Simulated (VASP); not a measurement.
# GaP (F-43m) in VASP: notebook

The runs below take GaP through single point, with r2SCAN.

Program: VASP 6.6.1. These are calculated values, not measurements. Logs are shortened: lines on timing, memory, paths and dates and some standing lists are left out, and cuts for length are marked.

### 1 The cell of the first run

It takes space group F-43m (No. 216, cubic). Conventional cell: a = 5.178 Å, b = 5.178 Å, c = 5.178 Å, α = 90.00°, β = 90.00°, γ = 90.00°. Within 3.0 Å of Ga (site symmetry -43m) lie 4 P at 2.24 Å. P (site symmetry -43m) has 4 Ga at 2.24 Å within 3.0 Å.

### 2 Single point, r2SCAN (strain -0.050 along x and y, -0.050 along z)

Contents of POSCAR:

```
GaP
1.0
    0.0000000000      2.5889875000      2.5889875000
    2.5889875000      0.0000000000      2.5889875000
    2.5889875000      2.5889875000      0.0000000000
Ga P
1 1
Direct
    0.0000000000      0.0000000000      0.0000000000
    0.7500000000      0.7500000000      0.7500000000
```

Contents of INCAR.step1:

```
SYSTEM = GaP
  ALGO = Normal
  EDIFF = 1E-4
  ENCUT = 520
  GGA = PE
  ISMEAR = 0
  LASPH = .TRUE.
  LCHARG = .FALSE.
  LREAL = .FALSE.
  LWAVE = .TRUE.
  NBANDS = 16
  NELM = 60
  PREC = Accurate
  SIGMA = 0.05
```

Contents of INCAR.step2:

```
SYSTEM = GaP
  ALGO = Normal
  EDIFF = 1E-6
  ENCUT = 520
  ISIF = 2
  ISMEAR = 0
  ISTART = 1
  LASPH = .TRUE.
  LCHARG = .FALSE.
  LMIXTAU = .TRUE.
  LREAL = .FALSE.
  LWAVE = .FALSE.
  METAGGA = R2SCAN
  NBANDS = 16
  NELM = 60
  PREC = Accurate
  SIGMA = 0.05
```

Contents of KPOINTS:

```
k-points
0
G
  8 8 8
  0 0 0
```

Potentials or basis: VASP PAW PBE potentials, release 64 (Ga_d, P).

On the command line:

```bash
cat potpaw_PBE.64/Ga_d/POTCAR potpaw_PBE.64/P/POTCAR > POTCAR
cp INCAR.step1 INCAR
mpirun -np 1 vasp_std > vasp.out
cp INCAR.step2 INCAR
mpirun -np 1 vasp_std > vasp.out
```

OUTCAR:

```text
SYSTEM = GaP
   EDIFF = 1E-6
   ENCUT = 520
   ISIF = 2
   ISMEAR = 0
   ISTART = 1
   LASPH = .TRUE.
   LREAL = .FALSE.
   METAGGA = R2SCAN
   NELM = 60
   PREC = Accurate

 ion  position               nearest neighbor table
   1  0.000  0.000  0.000-   2 2.24   2 2.24   2 2.24   2 2.24
   2  0.750  0.750  0.750-   1 2.24   1 2.24   1 2.24   1 2.24

  LATTYP: Found a face centered cubic cell.
 ALAT       =     5.1779750000

  Lattice vectors:

 A1 = (   0.0000000000,   2.5889875000,   2.5889875000)
 A2 = (   2.5889875000,   0.0000000000,   2.5889875000)
 A3 = (   2.5889875000,   2.5889875000,   0.0000000000)

Analysis of symmetry for initial positions (statically):
=====================================================================
 Subroutine PRICEL returns:
 Original cell was already a primitive cell.

 Routine SETGRP: Setting up the symmetry group for a
 face centered cubic supercell.

 Subroutine GETGRP returns: Found 24 space group operations
 (whereof 24 operations were pure point group operations)
 out of a pool of 48 trial point group operations.

The static configuration has the point symmetry T_d .

Analysis of symmetry for dynamics (positions and initial velocities):
=====================================================================
 Subroutine PRICEL returns:
 Original cell was already a primitive cell.

 Routine SETGRP: Setting up the symmetry group for a
 face centered cubic supercell.

 Subroutine GETGRP returns: Found 24 space group operations
 (whereof 24 operations were pure point group operations)
 out of a pool of 48 trial point group operations.

The dynamic configuration has the point symmetry T_d .

 Subroutine INISYM returns: Found 24 space group operations
 (whereof 24 operations are pure point group operations),
 and found     1 'primitive' translations

----------------------------------------------------------------------------------------

                                     Primitive cell

  volume of cell :      34.7072

  direct lattice vectors                    reciprocal lattice vectors
     0.000000000  2.588987500  2.588987500    -0.193125691  0.193125691  0.193125691
     2.588987500  0.000000000  2.588987500     0.193125691 -0.193125691  0.193125691
     2.588987500  2.588987500  0.000000000     0.193125691  0.193125691 -0.193125691

  length of vectors
     3.661381235  3.661381235  3.661381235     0.334503509  0.334503509  0.334503509

  position of ions in fractional coordinates (direct lattice)
     0.000000000  0.000000000  0.000000000
     0.750000000  0.750000000  0.750000000

  ion indices of the primitive-cell ions
   primitive index   ion index
                 1           1
                 2           2

----------------------------------------------------------------------------------------

 KPOINTS: k-points

Automatic generation of k-mesh.
 Grid dimensions read from file:
 generate k-points for:    8    8    8

 Generating k-lattice:

  Cartesian coordinates                     Fractional coordinates (reciprocal lattice)
    -0.024140711  0.024140711  0.024140711     0.125000000  0.000000000  0.000000000
     0.024140711 -0.024140711  0.024140711     0.000000000  0.125000000  0.000000000
     0.024140711  0.024140711 -0.024140711     0.000000000  0.000000000  0.125000000

  Length of vectors
     0.041812939  0.041812939  0.041812939

  Shift w.r.t. Gamma in fractional coordinates (k-lattice)
     0.000000000  0.000000000  0.000000000

 Subroutine IBZKPT returns following result:
 ===========================================

 Found     29 irreducible k-points:

 Following reciprocal coordinates:
            Coordinates               Weight
  0.000000  0.000000  0.000000      1.000000
  0.125000  0.000000  0.000000      8.000000
  0.250000  0.000000  0.000000      8.000000
  0.375000  0.000000  0.000000      8.000000
  0.500000  0.000000  0.000000      4.000000
  0.125000  0.125000  0.000000      6.000000
[... 16 lines left out ...]
  0.500000  0.250000  0.125000     48.000000
 -0.375000  0.250000  0.125000     24.000000
 [... further k-points ...]
   k-points           NKPTS =     29   k-points in BZ     NKDIM =     29   number of bands    NBANDS=     16
   number of dos      NEDOS =    301   number of ions     NIONS =      2
   total plane-waves  NPLWV =  21952
   dimension x,y,z NGX =    28 NGY =   28 NGZ =   28
   dimension x,y,z NGXF=    56 NGYF=   56 NGZF=   56
   ions per type =               1   1
   NGX,Y,Z   is equivalent  to a cutoff of  12.71, 12.71, 12.71 a.u.
   NGXF,Y,Z  is equivalent  to a cutoff of  25.43, 25.43, 25.43 a.u.
 SYSTEM =  GaP
   PREC   = accura    normal or accurate (medium, high low for compatibility)
   ISTART =      1    job   : 0-new  1-cont  2-samecut
   ICHARG =      0    charge: 1-file 2-atom 10-const
   ISPIN  =      1    spin polarized calculation?
   LNONCOLLINEAR =      F non collinear calculations
   LSORBIT =      F    spin-orbit coupling
   LASPH  =      T    aspherical Exc in radial PAW
   ENCUT  =  520.0 eV  38.22 Ry    6.18 a.u.   6.81  6.81  6.81*2*pi/ulx,y,z
   NELM   =     60;   NELMIN=  2; NELMDL=  0     # of ELM steps
   EDIFF  = 0.1E-05   stopping-criterion for ELM
   LREAL  =      F    real-space projection
   EDIFFG = 0.1E-04   stopping-criterion for IOM
   NSW    =      0    number of steps for IOM
   IBRION =     -1    ionic relax: 0-MD 1-quasi-New 2-CG
   NFREE  =      0    steps in history (QN), initial steepest desc. (CG)
   ISIF   =      2    stress and relaxation
   ISYM   =      2    0-nonsym 1-usesym 2-fastsym
   POTIM  = 0.5000    time-step for ionic-motion
   TEBEG  =    0.0;   TEEND  =   0.0 temperature during run
   PSTRESS=    0.0 pullay stress
   NELECT =      18.0000    total number of electrons
   NUPDOWN=      -1.0000    fix difference up-down
   EMIN   =  10.00;   EMAX   =-10.00  energy-range for DOS
   EFERMI =   0.00;   METHOD = LEGACY
   ISMEAR =     0;   SIGMA  =   0.05  broadening in eV -4-tet -1-fermi 0-gaus
   EFERMI_NEDOS =   21; number of points for ismear=-14 and -15
   IALGO  =     38    algorithm
   IMIX   =      4    mixing-type and parameters
     AMIX     =   0.40;   BMIX     =  1.00
     AMIX_MAG =   1.60;   BMIX_MAG =  1.00
  volume/ion in A,a.u.               =      17.35       117.11
  Fermi-wavevector in a.u.,A,eV,Ry     =   1.315303  2.485562 23.538368  1.730021
  Thomas-Fermi vector in A             =   2.445495
   LORBIT       =      0    0 simple, 1 ext, 2 COOP (PROOUT), +10 PAW based schemes
   METAGGA = R2SCAN    functional components
   LHFCALC =     F    Hartree Fock is set to
   AEXX    =    0.0000 exact exchange contribution
   IVDW    =     0    specifies the selected vdW correction
   LEPSILON=     F    determine dielectric tensor
   LRPA    =     F    only Hartree local field effects (RPA)
 non-spin polarized calculation
 Gauss-broadening in eV      SIGMA  =   0.05
  energy-cutoff  :      520.00
  volume of cell :       34.71
 maximum number of plane-waves:       950
   NGX = 13   NGY = 13   NGZ = 13

 number of electron      18.0000012 magnetization

 Free energy of the ion-electron system (eV)
  ---------------------------------------------------
  ext. energy  EPLUGINS =         0.00000000
  ---------------------------------------------------
  free energy    TOTEN  =       -21.16541211 eV

  energy without entropy =      -21.16541211  energy(sigma->0) =      -21.16541211

 E-fermi :   6.3978     XC(G=0): -11.3236

 val. band max:        6.1900021865   @ k =   0.0000   0.0000   0.0000
 cond. band min:       7.7376773542   @ k =   0.5000   0.5000   0.0000
 fundamental gap:      1.5476751677
 Fermi energy:         6.3978451690

 k-point     1 :       0.0000    0.0000    0.0000
  band No.  band energies     occupation
      1      -9.1648      2.00000
      2      -9.1648      2.00000
      3      -9.1647      2.00000
      4      -8.9905      2.00000
      5      -8.9905      2.00000
      6      -8.1504      2.00000
[... 8 lines left out ...]
     15      16.6395      0.00000
     16      16.6396      0.00000

 k-point     2 :       0.1250    0.0000    0.0000
  band No.  band energies     occupation
      1      -9.2042      2.00000
      2      -9.1566      2.00000
      3      -9.1566      2.00000
      4      -8.9907      2.00000
      5      -8.9907      2.00000
      6      -7.8799      2.00000
[... 8 lines left out ...]
     15      15.9256      0.00000
     16      17.4139      0.00000

 k-point     3 :       0.2500    0.0000    0.0000
  band No.  band energies     occupation
      1      -9.2701      2.00000
      2      -9.1391      2.00000
      3      -9.1391      2.00000
      4      -8.9886      2.00000
      5      -8.9885      2.00000
      6      -7.1400      2.00000
[... 8 lines left out ...]
     15      15.7679      0.00000
     16      17.2635      0.00000

 k-point     4 :       0.3750    0.0000    0.0000
  band No.  band energies     occupation
      1      -9.3181      2.00000
      2      -9.1258      2.00000
      3      -9.1258      2.00000
      4      -8.9820      2.00000
      5      -8.9819      2.00000
      6      -6.0936      2.00000
[... 8 lines left out ...]
     15      17.2705      0.00000
     16      17.7009      0.00000

 k-point     5 :       0.5000    0.0000    0.0000
  band No.  band energies     occupation
      1      -9.3354      2.00000
      2      -9.1217      2.00000
      3      -9.1217      2.00000
      4      -8.9777      2.00000
      5      -8.9777      2.00000
      6      -5.4020      2.00000
[... 8 lines left out ...]
     15      18.9953      0.00000
     16      19.1273      0.00000

 k-point     6 :       0.1250    0.1250    0.0000
  band No.  band energies     occupation
      1      -9.2207      2.00000
      2      -9.1489      2.00000
      3      -9.1489      2.00000
      4      -8.9989      2.00000
      5      -8.9849      2.00000
      6      -7.7937      2.00000
[... 8 lines left out ...]
     15      16.9135      0.00000
     16      17.8850      0.00000

 k-point     7 :       0.2500    0.1250    0.0000
  band No.  band energies     occupation
      1      -9.2698      2.00000
      2      -9.1344      2.00000
      3      -9.1306      2.00000
      4      -9.0051      2.00000
      5      -8.9796      2.00000
      6      -7.2161      2.00000
[... 8 lines left out ...]
     15      16.9380      0.00000
     16      18.7873      0.00000

 k-point     8 :       0.3750    0.1250    0.0000
  band No.  band energies     occupation
      1      -9.3127      2.00000
      2      -9.1227      2.00000
      3      -9.1153      2.00000
      4      -9.0019      2.00000
      5      -8.9747      2.00000
      6      -6.2578      2.00000
[... 8 lines left out ...]
     15      18.0507      0.00000
     16      18.4840      0.00000

 k-point     9 :       0.5000    0.1250    0.0000
  band No.  band energies     occupation
      1      -9.3343      2.00000
      2      -9.1175      2.00000
      3      -9.1100      2.00000
      4      -8.9908      2.00000
      5      -8.9754      2.00000
      6      -5.3191      2.00000
[... 8 lines left out ...]
     15      19.0078      0.00000
     16      20.0157      0.00000
[... 172 lines left out ...]
 k-point    19 :       0.5000    0.3750    0.0000
  band No.  band energies     occupation
      1      -9.3653      2.00000
      2      -9.0691      2.00000
      3      -9.0587      2.00000
      4      -9.0457      2.00000
      5      -8.9577      2.00000
      6      -4.5685      2.00000
[... 8 lines left out ...]
     15      19.5765      0.00000
     16      21.4674      0.00000

 k-point    20 :      -0.3750    0.3750    0.0000
  band No.  band energies     occupation
      1      -9.3548      2.00000
      2      -9.0855      2.00000
      3      -9.0658      2.00000
      4      -9.0279      2.00000
      5      -8.9692      2.00000
      6      -4.2693      2.00000
[... 8 lines left out ...]
     15      17.4897      0.00000
     16      23.3416      0.00000

 k-point    21 :       0.5000    0.5000    0.0000
  band No.  band energies     occupation
      1      -9.3763      2.00000
      2      -9.0618      2.00000
      3      -9.0499      2.00000
      4      -9.0499      2.00000
      5      -8.9518      2.00000
      6      -4.2529      2.00000
[... 8 lines left out ...]
     15      19.8326      0.00000
     16      20.6709      0.00000

 k-point    22 :       0.3750    0.2500    0.1250
  band No.  band energies     occupation
      1      -9.3049      2.00000
      2      -9.1185      2.00000
      3      -9.1115      2.00000
      4      -9.0124      2.00000
      5      -8.9748      2.00000
      6      -6.5257      2.00000
[... 8 lines left out ...]
     15      18.6671      0.00000
     16      20.4755      0.00000

 k-point    23 :       0.5000    0.2500    0.1250
  band No.  band energies     occupation
      1      -9.3297      2.00000
      2      -9.1114      2.00000
      3      -9.0957      2.00000
      4      -9.0084      2.00000
      5      -8.9751      2.00000
      6      -5.5357      2.00000
[... 8 lines left out ...]
     15      19.3011      0.00000
     16      20.4901      0.00000

 k-point    24 :      -0.3750    0.2500    0.1250
  band No.  band energies     occupation
      1      -9.3386      2.00000
      2      -9.1102      2.00000
      3      -9.0901      2.00000
      4      -9.0015      2.00000
      5      -8.9781      2.00000
      6      -4.8881      2.00000
[... 8 lines left out ...]
     15      19.4010      0.00000
     16      20.4372      0.00000

 [... further k-points ...]
[... 5 lines left out ...]
  --------------------------------------------------------------------------------------
  -------------------------------------------------------------------------------------
  Total        4.0934047      4.0934047      4.0934047      0.0000000      0.0000000      0.0000000
  in kB      188.9624061    188.9624061    188.9624061      0.0000000      0.0000000      0.0000000
  external PRESSURE =     188.9624061 kB  Pullay stress =       0.0000000 kB

 VOLUME and BASIS-vectors are now :
 -----------------------------------------------------------------------------
  energy-cutoff  :      520.00
  volume of cell :       34.71
      direct lattice vectors                 reciprocal lattice vectors
     0.000000000  2.588987500  2.588987500    -0.193125691  0.193125691  0.193125691
     2.588987500  0.000000000  2.588987500     0.193125691 -0.193125691  0.193125691
     2.588987500  2.588987500  0.000000000     0.193125691  0.193125691 -0.193125691

 POSITION                                       TOTAL-FORCE (eV/Angst)
 -----------------------------------------------------------------------------------
      0.00000      0.00000      0.00000        -0.000000     -0.000000     -0.000000
      3.88348      3.88348      3.88348         0.000000      0.000000      0.000000
 -----------------------------------------------------------------------------------
    total drift:                               -0.000013     -0.000013     -0.000013

  FREE ENERGIE OF THE ION-ELECTRON SYSTEM (eV)
  ---------------------------------------------------
  free  energy   TOTEN  =       -21.1654121074 eV

  energy  without entropy=      -21.1654121074  energy(sigma->0) =      -21.16541211
```

Run time: 45 s. Hardware: 1 thread of Intel Xeon Platinum 8488C (Sapphire Rapids), shared host; peak memory 0.17 GiB.

What came out:

* Free energy: -21.1654 eV
* Pressure: 18.9 GPa
* Band gap on the k mesh: 1.55 eV, indirect (least direct gap 3.73 eV)

Caveat: the cell differs from its parent crystal (strain -0.050 along x and y, -0.050 along z); the PAW data sets were made with another functional, which shifts forces and pressure a little. A k mesh can miss the band edges.

### 3 Single point, r2SCAN (strain -0.025 along x and y, -0.025 along z)

Contents of POSCAR:

```
GaP
1.0
    0.0000000000      2.6571187500      2.6571187500
    2.6571187500      0.0000000000      2.6571187500
    2.6571187500      2.6571187500      0.0000000000
Ga P
1 1
Direct
    0.0000000000      0.0000000000      0.0000000000
    0.7500000000      0.7500000000      0.7500000000
```

Contents of INCAR.step1:

```
PREC = Accurate
ENCUT = 520
ISMEAR = 0
SIGMA = 0.05
LREAL = F
LASPH = T
NELM = 80
NBANDS = 16
GGA = PE
ALGO = Normal
EDIFF = 1E-4
LWAVE = T
LCHARG = F
```

Contents of INCAR.step2:

```
PREC = Accurate
ENCUT = 520
EDIFF = 1E-6
ISMEAR = 0
SIGMA = 0.05
LREAL = F
LASPH = T
NELM = 80
ALGO = Normal
ISIF = 2
LWAVE = F
LCHARG = T
METAGGA = R2SCAN
LMIXTAU = T
LELF = T
LVHAR = T
NBANDS = 16
ISTART = 1
```

Contents of KPOINTS:

```
regular mesh
0
Gamma
  8 8 8
```

Potentials or basis: VASP PAW PBE potentials, release 64 (Ga_d, P).

On the command line:

```bash
cat potpaw_PBE.64/Ga_d/POTCAR potpaw_PBE.64/P/POTCAR > POTCAR
cp INCAR.step1 INCAR
mpirun -np 1 vasp_std > vasp.out
cp INCAR.step2 INCAR
mpirun -np 1 vasp_std > vasp.out
```

Wall time 46 s (1 thread of Intel Xeon Platinum 8488C (Sapphire Rapids), shared host); peak memory 0.17 GiB.

The run converged. Its results:

* Free energy: -21.3948 eV
* Pressure: 7.9 GPa
* Band gap on the k mesh: 1.75 eV, indirect (least direct gap 3.02 eV)

Levels at points of the mesh, in eV from the valence-band top:
```tsv
k point	band 7	band 8	band 9	band 10	band 11	band 12
(0.00, 0.00, 0.00)	0.00	0.00	0.00	3.02	4.16	4.16
(0.50, 0.00, 0.00)	-7.32	-1.29	-1.29	2.29	5.02	5.02
(0.50, 0.50, 0.00)	-7.35	-3.09	-3.09	1.75	2.02	11.94
```

Caveat: the cell differs from its parent crystal (strain -0.025 along x and y, -0.025 along z); the PAW data sets were made with another functional, which shifts forces and pressure a little. A k mesh can miss the band edges.

### 4 Single point, r2SCAN (strain +0.025 along x and y, +0.025 along z)

Contents of POSCAR:

```
GaP
1.0
    0.0000000000      2.7933812500      2.7933812500
    2.7933812500      0.0000000000      2.7933812500
    2.7933812500      2.7933812500      0.0000000000
Ga P
1 1
Direct
    0.0000000000      0.0000000000      0.0000000000
    0.7500000000      0.7500000000      0.7500000000
```

Contents of INCAR.step1:

```
SYSTEM = GaP
PREC = Accurate ; ENCUT = 520
ISMEAR = 0 ; SIGMA = 0.05
LREAL = .FALSE. ; LASPH = .TRUE.
NELM = 60 ; NBANDS = 16
GGA = PE ; ALGO = Normal
EDIFF = 1E-4 ; LWAVE = .TRUE.
LCHARG = .FALSE.
```

Contents of INCAR.step2:

```
SYSTEM = GaP
PREC = Accurate ; ENCUT = 520
EDIFF = 1E-7 ; ISMEAR = 0
SIGMA = 0.05 ; LREAL = .FALSE.
LASPH = .TRUE. ; NELM = 60
ALGO = Normal ; ISIF = 2
LWAVE = .FALSE. ; LCHARG = .FALSE.
METAGGA = R2SCAN ; LMIXTAU = .TRUE.
NBANDS = 16 ; ISTART = 1
```

Contents of KPOINTS:

```
regular mesh
0
G
  8 8 8
  0 0 0
```

On the command line:

```bash
cat potpaw_PBE.64/Ga_d/POTCAR potpaw_PBE.64/P/POTCAR > POTCAR
cp INCAR.step1 INCAR
mpirun -np 1 vasp_std > vasp.out
cp INCAR.step2 INCAR
mpirun -np 1 vasp_std > vasp.out
```

Wall time 67 s (1 thread of Intel Xeon Platinum 8488C (Sapphire Rapids), shared host); peak memory 0.18 GiB.

It converged, with:

* Free energy: -21.4054 eV
* Pressure: -5.5 GPa
* Band gap on the k mesh: 1.70 eV, direct

Levels at points of the mesh, in eV from the valence-band top:
```csv
k point,band 6,band 7,band 8,band 9,band 10,band 11,band 12,band 13
"(0.00, 0.00, 0.00)",-12.47,0.00,0.00,0.00,1.70,4.20,4.20,4.20
"(0.50, 0.00, 0.00)",-10.55,-6.43,-1.06,-1.06,1.80,5.07,5.07,8.64
"(0.50, 0.50, 0.00)",-9.72,-6.61,-2.54,-2.54,2.05,2.15,10.77,10.77
```

Caveat: the cell differs from its parent crystal (strain +0.025 along x and y, +0.025 along z); the PAW data sets were made with another functional, which shifts forces and pressure a little. A k mesh can miss the band edges.

### 5 Summary

```csv
cell,gap on the mesh (eV),pressure (GPa)
"a = 3.661 Å, angles 60.0°, 2 atoms",1.55,18.9
"a = 3.758 Å, angles 60.0°, 2 atoms",1.75,7.9
"a = 3.950 Å, angles 60.0°, 2 atoms",1.70,-5.5
```

Alike in all rows: task single point; level r2SCAN; potentials or basis VASP PAW PBE potentials, release 64 (Ga_d, P); no spin polarisation; k mesh 8 × 8 × 8; cutoff (eV) 520; smearing gaussian 0.05 eV.

Caveats: the PAW data sets were made with another functional, which shifts forces and pressure a little.

Absolute energies hang on the potentials; compare differences alone.
